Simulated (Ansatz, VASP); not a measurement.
**Two plane-wave programs on C4F**

Contents of INCAR:

```
SYSTEM = C4F
  ALGO = Normal
  EDIFF = 1E-6
  ENCUT = 520
  GGA = PE
  ISIF = 2
  ISMEAR = 0
  IVDW = 12
  LASPH = .True.
  LCHARG = .False.
  LREAL = .False.
  LWAVE = .False.
  NBANDS = 20
  NELM = 60
  PREC = Accurate
  SIGMA = 0.1
```

Contents of KPOINTS:

```
k-points
0
Gamma
  4 4 4
  0 0 0
```

The input POSCAR:

```
C4F
1.0
    3.9966018800      0.0000000000      0.0000000000
    0.0000000000      3.9966018800      0.0000000000
    0.0000000000      0.0000000000      3.9966018800
C F
4 1
Direct
    0.0000000000      0.0000000000      0.0000000000
    0.5000000000      0.5000000000      0.0000000000
    0.5000000000      0.0000000000      0.5000000000
    0.0000000000      0.5000000000      0.5000000000
    0.5000000000      0.5000000000      0.5000000000
```

Input for Ansatz:

```yaml
crystal:
  lattice:
    - [3.99660188, 0.0, 0.0]
    - [0.0, 3.99660188, 0.0]
    - [0.0, 0.0, 3.99660188]
  atoms:
    - { symbol: C, position: [0.0, 0.0, 0.0] }
    - { symbol: C, position: [0.5, 0.5, 0.0] }
    - { symbol: C, position: [0.5, 0.0, 0.5] }
    - { symbol: C, position: [0.0, 0.5, 0.5] }
    - { symbol: F, position: [0.5, 0.5, 0.5] }
basis:
  ecutwfc: 420
kpoints:
  mp_grid: { grid: [4, 4, 4] }
hamiltonian:
  xc: pbe
  dispersion: d3bj
scf:
  occupations: { method: gaussian, width: 0.1 }
  lower_state_search: "off"
output:
  forces: true
  stress: true
  eigenvalues: true
```

Change from the starting cell: species swapped into the Ni4N type (Pm-3m, No. 221).

Alike in both runs: task single point; functional PBE; dispersion D3(BJ); k mesh 4 × 4 × 4; occupations gaussian, width 0.1 eV; no spin polarisation.

```csv
,VASP,Ansatz
version,VASP 6.6.1,Ansatz 0.2.0
potentials or method,"VASP PAW PBE potentials, release 64 (C, F), cutoff 520 eV","scalar-relativistic, plane waves, PAW"
valence electrons in the cell,23,23
```

|  | VASP | Ansatz | Ansatz less VASP |
| --- | --- | --- | --- |
| gap on the k mesh at the Fermi level (eV) | none | none | - |
| pressure (GPa) | -12.9 | -12.8 | +0.14 |

A gap of «none» marks a metal or a gap that the smearing closes.

The k mesh is coarse, so the values compare programs but aren't converged.
